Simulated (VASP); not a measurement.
BiTe:

```xyz
2
Lattice="2.4227 1.3988 3.3173 -2.4227 1.3988 3.3173 0.0000 -2.7975 3.3173" Properties=species:S:1:pos:R:3 pbc="T T T"
Bi    0.0000    0.0000    4.9759
Te    0.0000    0.0000    0.0000
```

Base run:

- Program: VASP 6.6.1
- Functional: PBE
- Potentials or basis: VASP PAW PBE potentials, release 64 (Bi_d, Te)
- Cutoff: 520 eV
- k mesh: 7 × 7 × 7
- Occupations: fermi-dirac, width 0.05 eV
- Spin: no spin polarisation

Its results: pressure 0.1 GPa.

After a change of settings the same cell gave: pressure 1.0 GPa. Which change was it?
A. functional from PBE to r2SCAN0; k mesh from 7 × 7 × 7 to 4 × 4 × 4
B. functional from PBE to PBEsol; k mesh from 7 × 7 × 7 to 5 × 5 × 5
C. functional from PBE to LDA; potentials or basis from VASP PAW PBE potentials, release 64 (Bi_d, Te) to VASP PAW LDA potentials, release 64 (Bi_d, Te)
D. functional from PBE to revPBE

D.

revPBE binds less tightly than PBE, so the same cell stands under more pressure.

Caveats: the PAW data sets were made with another functional, which shifts forces and pressure a little (some runs).
